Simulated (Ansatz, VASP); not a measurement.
# Two plane-wave programs on KCl

```
CELL_PARAMETERS angstrom
0.00000 3.15610 3.15610
3.15610 0.00000 3.15610
3.15610 3.15610 0.00000
ATOMIC_POSITIONS crystal
K 0.00000 0.00000 0.00000
Cl 0.53565 0.46435 0.53565
```

Change from the starting cell: one atom moved.

Alike in both runs: task single point; functional PBEsol; k mesh 6 × 6 × 6; occupations gaussian, width 0.02 eV; no spin polarisation.

|  | VASP | Ansatz |
| --- | --- | --- |
| version | VASP 6.6.1 | Ansatz 0.2.0 |
| potentials or method | VASP PAW PBE potentials, release 64 (K_sv, Cl), cutoff 520 eV | scalar-relativistic, plane waves, PAW |
| valence electrons in the cell | 16 | 16 |

|  | VASP | Ansatz | Ansatz less VASP |
| --- | --- | --- | --- |
| gap on the k mesh at the Fermi level (eV) | 5.01 | 5.01 | +0.004 |
| least direct gap on the mesh (eV) | 5.01 | 5.01 | +0.004 |
| pressure (GPa) | -0.2 | -0.2 | -0.04 |
| traceless stress, the component that is largest in VASP (GPa) | 0.84 | 0.82 | -0.016 |
| rms of the force components (eV/Å) | 0.176 | 0.172 | -0.0041 |

VASP's potentials were made for PBE, not for PBEsol. Atom by atom the forces differ by 0.004 eV/Å (rms over components).
